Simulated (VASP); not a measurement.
# Ni (Fm-3m) in VASP: notebook, part 3 of 3

VASP 6.6.1. The steps go on from the part before.

### Step 6. Single point, LDA, collinear spin, ferromagnetic start

Input file INCAR:

```
SYSTEM = Ni
PREC = Accurate
ENCUT = 520
EDIFF = 1E-7
ISMEAR = -1
SIGMA = 0.05
LREAL = .False.
LASPH = .True.
NELM = 150
ALGO = Normal
ISIF = 2
LWAVE = .False.
LCHARG = .True.
ISPIN = 2
MAGMOM = 0.2 0.2
LORBIT = 11
LMAXMIX = 4
LELF = .True.
LVHAR = .True.
NBANDS = 21
```

Input file KPOINTS:

```
Automatic mesh
0
Gamma
  7 14 14
  0 0 0
```

Input file POSCAR:

```
Ni
1.0
    0.0000000000      3.5270600000      3.5270600000
    1.7635300000      0.0000000000      1.7635300000
    1.7635300000      1.7635300000      0.0000000000
Ni
2
Direct
    0.0000000000      0.0000000000      0.0000000000
    0.5000000000      0.0000000000      0.0000000000
```

Potentials or basis: VASP PAW LDA potentials, release 64 (Ni).

Command:

```bash
cat potpaw_LDA.64/Ni/POTCAR > POTCAR
mpirun -np 1 vasp_std > vasp.out
```

OUTCAR:

```text
SYSTEM = Ni
   PREC = Accurate
   ENCUT = 520
   EDIFF = 1E-7
   ISMEAR = -1
   LREAL = .False.
   LASPH = .True.
   NELM = 150
   ISIF = 2
   ISPIN = 2
   LORBIT = 11

 ion  position               nearest neighbor table
   1  0.000  0.000  0.000-   2 2.49   2 2.49   2 2.49   2 2.49   2 2.49   2 2.49
   2  0.500  0.000  0.000-   1 2.49   1 2.49   1 2.49   1 2.49   1 2.49   1 2.49

  LATTYP: Found a trigonal (rhomboedric) cell.
 ALAT       =     4.3197486461
 COS(alpha) =     0.8333333333

  Lattice vectors:

 A1 = (   1.7635300000,  -1.7635300000,  -3.5270600000)
 A2 = (   3.5270600000,  -1.7635300000,  -1.7635300000)
 A3 = (   1.7635300000,  -3.5270600000,  -1.7635300000)

Analysis of symmetry for initial positions (statically):
=====================================================================
 Subroutine PRICEL returns following result:

  LATTYP: Found a face centered cubic cell.
 ALAT       =     3.5270600000
[... 12 lines left out ...]
 Subroutine GETGRP returns: Found 12 space group operations
 (whereof 12 operations were pure point group operations)
 out of a pool of 12 trial point group operations.

The static configuration has the point symmetry D_3d.

Analysis of symmetry for dynamics (positions and initial velocities):
=====================================================================
 Subroutine PRICEL returns following result:

  LATTYP: Found a face centered cubic cell.
 ALAT       =     3.5270600000
[... 12 lines left out ...]
 Subroutine GETGRP returns: Found 12 space group operations
 (whereof 12 operations were pure point group operations)
 out of a pool of 12 trial point group operations.

The dynamic configuration has the point symmetry D_3d.

Analysis of structural, dynamic, and magnetic symmetry:
=====================================================================
 Subroutine PRICEL returns following result:

  LATTYP: Found a face centered cubic cell.
 ALAT       =     3.5270600000
[... 12 lines left out ...]
 Subroutine GETGRP returns: Found 12 space group operations
 (whereof 12 operations were pure point group operations)
 out of a pool of 12 trial point group operations.

The overall configuration has the point symmetry D_3d.

 Subroutine INISYM returns: Found 12 space group operations
 (whereof 12 operations are pure point group operations),
 and found     2 'primitive' translations

----------------------------------------------------------------------------------------

                                     Primitive cell

  volume of cell :      10.9693

  direct lattice vectors                    reciprocal lattice vectors
     0.000000000  1.763530000  1.763530000    -0.283522254  0.283522254  0.283522254
     1.763530000  0.000000000  1.763530000     0.283522254 -0.283522254  0.283522254
     1.763530000  1.763530000  0.000000000     0.283522254  0.283522254 -0.283522254

  length of vectors
     2.494008044  2.494008044  2.494008044     0.491074948  0.491074948  0.491074948

  position of ions in fractional coordinates (direct lattice)
     0.000000000  0.000000000  0.000000000

  ion indices of the primitive-cell ions
   primitive index   ion index
                 1           1

----------------------------------------------------------------------------------------

 KPOINTS: Automatic mesh

[... 73 lines left out ...]
   ions per type =               2
   NGX,Y,Z   is equivalent  to a cutoff of  13.33, 13.33, 13.33 a.u.
   NGXF,Y,Z  is equivalent  to a cutoff of  26.66, 26.66, 26.66 a.u.
 SYSTEM =  Ni
   PREC   = accura    normal or accurate (medium, high low for compatibility)
   ISTART =      0    job   : 0-new  1-cont  2-samecut
   ICHARG =      2    charge: 1-file 2-atom 10-const
   ISPIN  =      2    spin polarized calculation?
   LNONCOLLINEAR =      F non collinear calculations
   LSORBIT =      F    spin-orbit coupling
   LASPH  =      T    aspherical Exc in radial PAW
   ENCUT  =  520.0 eV  38.22 Ry    6.18 a.u.   9.27  4.64  4.64*2*pi/ulx,y,z
   NELM   =    150;   NELMIN=  2; NELMDL= -5     # of ELM steps
   EDIFF  = 0.1E-06   stopping-criterion for ELM
   LREAL  =      F    real-space projection
   EDIFFG = 0.1E-05   stopping-criterion for IOM
   NSW    =      0    number of steps for IOM
   IBRION =     -1    ionic relax: 0-MD 1-quasi-New 2-CG
   NFREE  =      0    steps in history (QN), initial steepest desc. (CG)
   ISIF   =      2    stress and relaxation
   ISYM   =      2    0-nonsym 1-usesym 2-fastsym
   POTIM  = 0.5000    time-step for ionic-motion
   TEBEG  =    0.0;   TEEND  =   0.0 temperature during run
   PSTRESS=    0.0 pullay stress
   NELECT =      20.0000    total number of electrons
   NUPDOWN=      -1.0000    fix difference up-down
   EMIN   =  10.00;   EMAX   =-10.00  energy-range for DOS
   EFERMI =   0.00;   METHOD = LEGACY
   ISMEAR =    -1;   SIGMA  =   0.05  broadening in eV -4-tet -1-fermi 0-gaus
   EFERMI_NEDOS =   21; number of points for ismear=-14 and -15
   IALGO  =     38    algorithm
   IMIX   =      4    mixing-type and parameters
     AMIX     =   0.40;   BMIX     =  1.00
     AMIX_MAG =   1.60;   BMIX_MAG =  1.00
  volume/ion in A,a.u.               =      10.97        74.02
  Fermi-wavevector in a.u.,A,eV,Ry     =   1.587384  2.999721 34.283794  2.519788
  Thomas-Fermi vector in A             =   2.686550
   LORBIT       =     11    0 simple, 1 ext, 2 COOP (PROOUT), +10 PAW based schemes
   GGA     = CA    functional components
   LHFCALC =     F    Hartree Fock is set to
   AEXX    =    0.0000 exact exchange contribution
   IVDW    =     0    specifies the selected vdW correction
   LEPSILON=     F    determine dielectric tensor
   LRPA    =     F    only Hartree local field effects (RPA)
 spin polarized calculation
  energy-cutoff  :      520.00
  volume of cell :       21.94
 maximum number of plane-waves:       609
 NGX is ok and might be reduce to    40
   NGX = 19   NGY =  9   NGZ =  9

 number of electron      20.0000020 magnetization       1.1066655

 Free energy of the ion-electron system (eV)
  ---------------------------------------------------
  ext. energy  EPLUGINS =         0.00000000
  ---------------------------------------------------
  free energy    TOTEN  =       -13.05369961 eV

  energy without entropy =      -13.02059972  energy(sigma->0) =      -13.03714967

 E-fermi :   8.8972     XC(G=0): -13.5636

 val. band max:        8.8831704323   @ k =  -0.2857   0.3571   0.1429
 cond. band min:       8.9073191986   @ k =   0.4286   0.1429   0.0714
 fundamental gap:      0.0241487663
 Fermi energy:         8.8972288212

 spin component 1

 k-point     1 :       0.0000    0.0000    0.0000
  band No.  band energies     occupation
      1      -0.0124      1.00000
      2       4.1840      1.00000
      3       6.6053      1.00000
      4       6.6053      1.00000
      5       6.6081      1.00000
      6       6.6081      1.00000
[... 565 lines left out ...]
     20      35.9768      0.00000
     21      36.8468      0.00000

 [... further k-points ...]

 spin component 2

 k-point     1 :       0.0000    0.0000    0.0000
  band No.  band energies     occupation
      1       0.0180      1.00000
      2       4.5322      1.00000
      3       7.1170      1.00000
      4       7.1170      1.00000
      5       7.1775      1.00000
      6       7.1775      1.00000
[... 565 lines left out ...]
     20      36.0859      0.00000
     21      36.9599      0.00000

 [... further k-points ...]
[... 5 lines left out ...]
  --------------------------------------------------------------------------------------
  -------------------------------------------------------------------------------------
  Total       -2.5205977     -2.5205977     -2.5205977      0.0000009     -0.0000009      0.0000009
  in kB     -184.0795609   -184.0795609   -184.0795609      0.0000643     -0.0000643      0.0000643
  external PRESSURE =    -184.0795609 kB  Pullay stress =       0.0000000 kB

 VOLUME and BASIS-vectors are now :
 -----------------------------------------------------------------------------
  energy-cutoff  :      520.00
  volume of cell :       21.94
      direct lattice vectors                 reciprocal lattice vectors
     0.000000000  3.527060000  3.527060000    -0.141761127  0.141761127  0.141761127
     1.763530000  0.000000000  1.763530000     0.283522254 -0.283522254  0.283522254
     1.763530000  1.763530000  0.000000000     0.283522254  0.283522254 -0.283522254

 POSITION                                       TOTAL-FORCE (eV/Angst)
 -----------------------------------------------------------------------------------
      0.00000      0.00000      0.00000         0.000000      0.000000     -0.000000
      0.00000      1.76353      1.76353        -0.000000     -0.000000      0.000000
 -----------------------------------------------------------------------------------
    total drift:                               -0.000000     -0.000000     -0.000000

  FREE ENERGIE OF THE ION-ELECTRON SYSTEM (eV)
  ---------------------------------------------------
  free  energy   TOTEN  =       -13.0536996138 eV

  energy  without entropy=      -13.0205997193  energy(sigma->0) =      -13.03714967

 total charge

# of ion       s       p       d       tot
------------------------------------------
    1        0.495   0.488   8.323   9.306
    2        0.495   0.488   8.323   9.306
--------------------------------------------------
tot          0.989   0.976  16.647  18.612

 magnetization (x)

# of ion       s       p       d       tot
------------------------------------------
    1       -0.006  -0.019   0.585   0.560
    2       -0.006  -0.019   0.585   0.560
--------------------------------------------------
tot         -0.013  -0.038   1.171   1.120
```

stdout:

```text
POSCAR found type information on POSCAR Ni
 POSCAR found :  1 types and       2 ions
 scaLAPACK will be used
 LDA part: xc-table for (Slater(with rela. corr.)+CA(PZ))
 , standard interpolation
 -----------------------------------------------------------------------------
|                                                                             |
|           W    W    AA    RRRRR   N    N  II  N    N   GGGG   !!!           |
|           W    W   A  A   R    R  NN   N  II  NN   N  G    G  !!!           |
|           W    W  A    A  R    R  N N  N  II  N N  N  G       !!!           |
|           W WW W  AAAAAA  RRRRR   N  N N  II  N  N N  G  GGG   !            |
|           WW  WW  A    A  R   R   N   NN  II  N   NN  G    G                |
|           W    W  A    A  R    R  N    N  II  N    N   GGGG   !!!           |
|                                                                             |
|     Your reciprocal lattice and k-lattice belong to different lattice       |
|     classes:                                                                |
|                                                                             |
|        The reciprocal lattice is rhombohedral (trigonal),                   |
|        whereas your k-lattice is body-centered cubic.                       |
|                                                                             |
|     Results are often still useful ...                                      |
|                                                                             |
 -----------------------------------------------------------------------------

 POSCAR, INCAR and KPOINTS ok, starting setup
 FFT: planning ... GRIDC
 FFT: planning ... GRID_SOFT
 FFT: planning ... GRID
 WAVECAR not read
 entering main loop
```

Wall time 64 s (1 thread of Intel Xeon 6975P-C (Granite Rapids), shared host); peak memory 0.2 GiB.

What came out:

| Quantity | Value |
| --- | --- |
| Free energy | -13.0537 eV |
| Pressure | -18.4 GPa |
| Net moment | 1.11 μB per cell |
| Site moments | Ni +0.56 μB |
| Valence electrons inside the program's atomic spheres | Ni 9.31 |
